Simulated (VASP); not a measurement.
# Mo (Immm) in VASP: notebook

Mo is run at these levels: LDA; tasks: single point.

Everything below comes from runs of VASP 6.6.1. Logs are shortened: lines on timing, memory, paths and dates and some standing lists are left out, and cuts for length are marked.

## Step 1: The cell of the first run

It takes space group Immm (No. 71, orthorhombic). The conventional cell has a = 2.743 Å, b = 2.957 Å, c = 4.030 Å, α = 90.00°, β = 90.00°, γ = 90.00°. Within 3.6 Å of Mo (site symmetry mmm) lie 12 Mo at 2.74 to 2.96 Å.

## Step 2: Single point, LDA (strain +0.0750 x Voigt [0, 0, 0, 1, 0, 0])

INCAR reads:

```
ALGO     = Fast           # electronic algorithm
EDIFF    = 1E-6           # SCF threshold, eV
ENCUT    = 520            # plane-wave cutoff, eV
GGA      = CA             # functional
ISIF     = 2              # what is computed and relaxed
ISMEAR   = 0              # smearing method
LASPH    = T              # aspherical terms in the spheres
LCHARG   = F              # write CHGCAR
LREAL    = F              # projectors in reciprocal space
LWAVE    = F              # write WAVECAR
NBANDS   = 13             # bands
NELM     = 80             # most SCF steps
PREC     = Accurate       # precision mode
SIGMA    = 0.15           # smearing width, eV
```

KPOINTS reads:

```
k-points
0
Gamma
  20 20 20
```

POSCAR reads:

```
Mo
1.0
    0.0000000000      2.0905625000      2.0905625000
    2.0150000000      0.0755625000      2.0150000000
    2.0150000000      2.0150000000      0.0755625000
Mo
1
Direct
    0.0000000000      0.0000000000      0.0000000000
```

Potentials or basis: VASP PAW LDA potentials, release 64 (Mo_sv).

Command:

```bash
$ cat potpaw_LDA.64/Mo_sv/POTCAR > POTCAR
$ mpirun -np 1 vasp_std > vasp.out
```

OUTCAR:

```text
EDIFF = 1E-6
   ENCUT = 520
   GGA = CA
   ISIF = 2
   ISMEAR = 0
   LASPH = T
   LREAL = F
   NELM = 80
   PREC = Accurate

 ion  position               nearest neighbor table
   1  0.000  0.000  0.000-

  LATTYP: Found a body centered orthorhombic cell.
 ALAT       =     2.7427788159
 B/A-ratio  =     1.0779220779
 C/A-ratio  =     1.4693127921

  Lattice vectors:

 A1 = (  -2.0150000000,   2.0150000000,   0.0755625000)
 A2 = (  -2.0150000000,  -2.0150000000,  -0.0755625000)
 A3 = (   2.0150000000,   0.0755625000,   2.0150000000)

Analysis of symmetry for initial positions (statically):
=====================================================================
 Subroutine PRICEL returns:
 Original cell was already a primitive cell.

 Routine SETGRP: Setting up the symmetry group for a
 body centered orthorhombic supercell.

 Subroutine GETGRP returns: Found  8 space group operations
 (whereof  8 operations were pure point group operations)
 out of a pool of  8 trial point group operations.

The static configuration has the point symmetry D_2h.

Analysis of symmetry for dynamics (positions and initial velocities):
=====================================================================
 Subroutine PRICEL returns:
 Original cell was already a primitive cell.

 Routine SETGRP: Setting up the symmetry group for a
 body centered orthorhombic supercell.

 Subroutine GETGRP returns: Found  8 space group operations
 (whereof  8 operations were pure point group operations)
 out of a pool of  8 trial point group operations.

The dynamic configuration has the point symmetry D_2h.

 Subroutine INISYM returns: Found  8 space group operations
 (whereof  8 operations are pure point group operations),
 and found     1 'primitive' translations

----------------------------------------------------------------------------------------

                                     Primitive cell

  volume of cell :      16.3397

  direct lattice vectors                    reciprocal lattice vectors
     0.000000000  2.090562500  2.090562500    -0.248138958  0.239170080  0.239170080
     2.015000000  0.075562500  2.015000000     0.248138958 -0.257806709  0.257806709
     2.015000000  2.015000000  0.075562500     0.248138958  0.257806709 -0.257806709

  length of vectors
     2.956501840  2.850641979  2.850641979     0.419496837  0.441023289  0.441023289

  position of ions in fractional coordinates (direct lattice)
     0.000000000  0.000000000  0.000000000

  ion indices of the primitive-cell ions
   primitive index   ion index
                 1           1

----------------------------------------------------------------------------------------

 KPOINTS: k-points

Automatic generation of k-mesh.
 Grid dimensions read from file:
 generate k-points for:   20   20   20

 Generating k-lattice:

  Cartesian coordinates                     Fractional coordinates (reciprocal lattice)
    -0.012406948  0.011958504  0.011958504     0.050000000  0.000000000  0.000000000
     0.012406948 -0.012890335  0.012890335     0.000000000  0.050000000 -0.000000000
     0.012406948  0.012890335 -0.012890335     0.000000000  0.000000000  0.050000000

  Length of vectors
     0.020974842  0.022051164  0.022051164

  Shift w.r.t. Gamma in fractional coordinates (k-lattice)
     0.000000000  0.000000000  0.000000000

 Subroutine IBZKPT returns following result:
 ===========================================

 Found   1166 irreducible k-points:

 Following reciprocal coordinates:
            Coordinates               Weight
  0.000000  0.000000  0.000000      1.000000
  0.050000  0.000000 -0.000000      4.000000
  0.100000 -0.000000 -0.000000      4.000000
  0.150000 -0.000000 -0.000000      4.000000
  0.200000 -0.000000 -0.000000      4.000000
  0.250000 -0.000000 -0.000000      4.000000
[... 16 lines left out ...]
 -0.450000  0.050000  0.000000      8.000000
 -0.400000  0.050000  0.000000      8.000000
 [... further k-points ...]
   k-points           NKPTS =   1166   k-points in BZ     NKDIM =   1166   number of bands    NBANDS=     13
   number of dos      NEDOS =    301   number of ions     NIONS =      1
   total plane-waves  NPLWV =  13824
   dimension x,y,z NGX =    24 NGY =   24 NGZ =   24
   dimension x,y,z NGXF=    48 NGYF=   48 NGZF=   48
   ions per type =               1
   NGX,Y,Z   is equivalent  to a cutoff of  13.50, 14.00, 14.00 a.u.
   NGXF,Y,Z  is equivalent  to a cutoff of  26.99, 27.99, 27.99 a.u.
 SYSTEM =  unknown system
   PREC   = accura    normal or accurate (medium, high low for compatibility)
   ISTART =      0    job   : 0-new  1-cont  2-samecut
   ICHARG =      2    charge: 1-file 2-atom 10-const
   ISPIN  =      1    spin polarized calculation?
   LNONCOLLINEAR =      F non collinear calculations
   LSORBIT =      F    spin-orbit coupling
   LASPH  =      T    aspherical Exc in radial PAW
   ENCUT  =  520.0 eV  38.22 Ry    6.18 a.u.   5.50  5.30  5.30*2*pi/ulx,y,z
   NELM   =     80;   NELMIN=  2; NELMDL= -5     # of ELM steps
   EDIFF  = 0.1E-05   stopping-criterion for ELM
   LREAL  =      F    real-space projection
   EDIFFG = 0.1E-04   stopping-criterion for IOM
   NSW    =      0    number of steps for IOM
   IBRION =     -1    ionic relax: 0-MD 1-quasi-New 2-CG
   NFREE  =      0    steps in history (QN), initial steepest desc. (CG)
   ISIF   =      2    stress and relaxation
   ISYM   =      2    0-nonsym 1-usesym 2-fastsym
   POTIM  = 0.5000    time-step for ionic-motion
   TEBEG  =    0.0;   TEEND  =   0.0 temperature during run
   PSTRESS=    0.0 pullay stress
   NELECT =      14.0000    total number of electrons
   NUPDOWN=      -1.0000    fix difference up-down
   EMIN   =  10.00;   EMAX   =-10.00  energy-range for DOS
   EFERMI =   0.00;   METHOD = LEGACY
   ISMEAR =     0;   SIGMA  =   0.15  broadening in eV -4-tet -1-fermi 0-gaus
   EFERMI_NEDOS =   21; number of points for ismear=-14 and -15
   IALGO  =     68    algorithm
   IMIX   =      4    mixing-type and parameters
     AMIX     =   0.40;   BMIX     =  1.00
     AMIX_MAG =   1.60;   BMIX_MAG =  1.00
  volume/ion in A,a.u.               =      16.34       110.27
  Fermi-wavevector in a.u.,A,eV,Ry     =   1.554901  2.938338 32.895054  2.417718
  Thomas-Fermi vector in A             =   2.658920
   LORBIT       =      0    0 simple, 1 ext, 2 COOP (PROOUT), +10 PAW based schemes
   GGA     = CA    functional components
   LHFCALC =     F    Hartree Fock is set to
   AEXX    =    0.0000 exact exchange contribution
   IVDW    =     0    specifies the selected vdW correction
   LEPSILON=     F    determine dielectric tensor
   LRPA    =     F    only Hartree local field effects (RPA)
 non-spin polarized calculation
 RMM-DIIS sequential band-by-band and
 Gauss-broadening in eV      SIGMA  =   0.15
  energy-cutoff  :      520.00
  volume of cell :       16.34
 maximum number of plane-waves:       455
 NGX is ok and might be reduce to    24
   NGX = 11   NGY = 11   NGZ = 11

 number of electron      13.9999998 magnetization

 Free energy of the ion-electron system (eV)
  ---------------------------------------------------
  ext. energy  EPLUGINS =         0.00000000
  ---------------------------------------------------
  free energy    TOTEN  =       -11.66410258 eV

  energy without entropy =      -11.64878387  energy(sigma->0) =      -11.65644322

 E-fermi :  11.4255     XC(G=0): -13.3398

 val. band max:       11.4248464879   @ k =   0.2500   0.2500  -0.0000
 cond. band min:      11.4267852180   @ k =  -0.0500   0.1500   0.0000
 fundamental gap:      0.0019387300
 Fermi energy:        11.4254517593

 k-point     1 :       0.0000    0.0000    0.0000
  band No.  band energies     occupation
      1     -49.0492      2.00000
      2     -22.6843      2.00000
      3     -22.6136      2.00000
      4     -22.4890      2.00000
      5       4.6876      2.00000
      6      10.0879      2.00000
      7      10.5101      2.00000
      8      11.2480      1.90559
      9      13.2922      0.00000
     10      13.2922      0.00000
     11      24.4361      0.00000
     12      28.6574      0.00000
     13      29.5983      0.00000

 k-point     2 :       0.0500    0.0000   -0.0000
  band No.  band energies     occupation
      1     -49.0447      2.00000
      2     -22.7053      2.00000
      3     -22.6252      2.00000
      4     -22.4929      2.00000
      5       4.7833      2.00000
      6      10.0737      2.00000
      7      10.5013      2.00000
      8      11.2889      1.80207
      9      13.2630      0.00000
     10      13.2718      0.00000
     11      24.6088      0.00000
     12      28.4396      0.00000
     13      29.6232      0.00000

 k-point     3 :       0.1000   -0.0000   -0.0000
  band No.  band energies     occupation
      1     -49.0317      2.00000
      2     -22.7813      2.00000
      3     -22.6431      2.00000
      4     -22.5043      2.00000
      5       5.0598      2.00000
      6      10.0023      2.00000
      7      10.5121      2.00000
      8      11.3963      1.21631
      9      13.1952      0.00000
     10      13.2301      0.00000
     11      25.0954      0.00000
     12      27.7126      0.00000
     13      30.0218      0.00000
[... 305 lines left out ...]
 k-point    23 :      -0.4500    0.0500    0.0000
  band No.  band energies     occupation
      1     -48.8617      2.00000
      2     -23.7961      2.00000
      3     -22.7469      2.00000
      4     -22.6699      2.00000
      5       6.9398      2.00000
      6      10.1591      2.00000
      7      10.9802      1.99997
      8      12.1753      0.00000
      9      14.7392      0.00000
     10      15.7030      0.00000
     11      21.7316      0.00000
     12      24.7117      0.00000
     13      29.9908      0.00000

 k-point    24 :      -0.4000    0.0500    0.0000
  band No.  band energies     occupation
      1     -48.8718      2.00000
      2     -23.7380      2.00000
      3     -22.7397      2.00000
      4     -22.6620      2.00000
      5       6.9664      2.00000
      6      10.2275      2.00000
      7      11.0441      1.99968
      8      11.6781      0.01720
      9      14.4418      0.00000
     10      15.4972      0.00000
     11      22.2931      0.00000
     12      25.0880      0.00000
     13      30.5117      0.00000

 [... further k-points ...]

------------------------ aborting loop because EDIFF is reached ----------------------------------------

  FORCE on cell =-STRESS in cart. coord.  units (eV):
  Direction    XX          YY          ZZ          XY          YZ          ZX
  --------------------------------------------------------------------------------------
  -------------------------------------------------------------------------------------
  Total       -1.3196847     -1.5396331     -1.5396331     -0.0000000      0.1884117      0.0000000
  in kB     -129.4007423   -150.9676280   -150.9676280     -0.0000000     18.4745744      0.0000000
  external PRESSURE =    -143.7786661 kB  Pullay stress =       0.0000000 kB

 VOLUME and BASIS-vectors are now :
 -----------------------------------------------------------------------------
  energy-cutoff  :      520.00
  volume of cell :       16.34
      direct lattice vectors                 reciprocal lattice vectors
     0.000000000  2.090562500  2.090562500    -0.248138958  0.239170080  0.239170080
     2.015000000  0.075562500  2.015000000     0.248138958 -0.257806709  0.257806709
     2.015000000  2.015000000  0.075562500     0.248138958  0.257806709 -0.257806709

 POSITION                                       TOTAL-FORCE (eV/Angst)
 -----------------------------------------------------------------------------------
      0.00000      0.00000      0.00000         0.000000      0.000000     -0.000000
 -----------------------------------------------------------------------------------
    total drift:                                0.000000      0.000000     -0.000000

  FREE ENERGIE OF THE ION-ELECTRON SYSTEM (eV)
  ---------------------------------------------------
  free  energy   TOTEN  =       -11.6641025759 eV

  energy  without entropy=      -11.6487838719  energy(sigma->0) =      -11.65644322
```

It took 68 s on 1 thread of Intel Xeon 6975P-C (Granite Rapids), shared host; peak memory 0.32 GiB.

Results:

| Quantity | Value |
| --- | --- |
| Free energy | -11.6641 eV |
| Pressure | -14.4 GPa |
| Band gap on the k mesh | zero (bands 7 and 8 overlap by 4.50 eV) |

Caveat: the cell differs from its parent crystal (strain +0.0750 x Voigt [0, 0, 0, 1, 0, 0]); the cell stands under tension.

## Step 3: Single point, LDA (strain -0.0500 x Voigt [0, 0, 0, 1, 0, 0])

INCAR reads:

```
PREC = Accurate
ENCUT = 520
EDIFF = 1E-7
ISMEAR = 0
SIGMA = 0.15
LREAL = False
LASPH = True
NELM = 100
ALGO = Fast
ISIF = 2
LWAVE = False
LCHARG = False
GGA = CA
NBANDS = 13
```

KPOINTS reads:

```
regular mesh
0
Gamma
  20 20 20
```

POSCAR reads:

```
Mo
1.0
    0.0000000000      1.9646250000      1.9646250000
    2.0150000000     -0.0503750000      2.0150000000
    2.0150000000      2.0150000000     -0.0503750000
Mo
1
Direct
    0.0000000000      0.0000000000      0.0000000000
```

Potentials or basis: VASP PAW LDA potentials, release 64 (Mo_sv).

Command:

```bash
$ cat potpaw_LDA.64/Mo_sv/POTCAR > POTCAR
$ mpirun -np 1 vasp_std > vasp.out
```

Wall time 78 s (1 thread of Intel Xeon 6975P-C (Granite Rapids), shared host); peak memory 0.33 GiB.

Results (log left out):

```yaml
Free_energy: -11.6585 eV
Pressure: -14.9 GPa
Band_gap_on_the_k_mesh: zero (bands 7 and 8 overlap by 4.41 eV)
```

Stress tensor (GPa, compression positive):
```
-14.27   0.00   0.00
  0.00 -15.25  -1.49
  0.00  -1.49 -15.25
```

Levels at points of the mesh, in eV from the Fermi level:
| k point | band 4 | band 5 | band 6 | band 7 | band 8 | band 9 | band 10 | band 11 |
| --- | --- | --- | --- | --- | --- | --- | --- | --- |
| (0.00, 0.00, 0.00) | -33.90 | -6.70 | -1.11 | -0.79 | -0.33 | 1.88 | 1.88 | 13.07 |
| (0.50, 0.00, 0.00) | -34.16 | -4.56 | -1.29 | -0.70 | 1.77 | 3.75 | 4.15 | 11.10 |
| (0.00, 0.50, 0.00) | -34.06 | -4.54 | -1.15 | -0.53 | 1.26 | 3.57 | 4.01 | 10.42 |
| (0.50, 0.50, 0.00) | -34.42 | -4.87 | -4.20 | 3.71 | 3.92 | 4.44 | 4.56 | 12.23 |
| (0.00, 0.50, 0.50) | -34.31 | -4.87 | -4.20 | 3.84 | 3.90 | 4.47 | 4.47 | 11.49 |

Caveat: the cell differs from its parent crystal (strain -0.0500 x Voigt [0, 0, 0, 1, 0, 0]); the cell stands under tension.
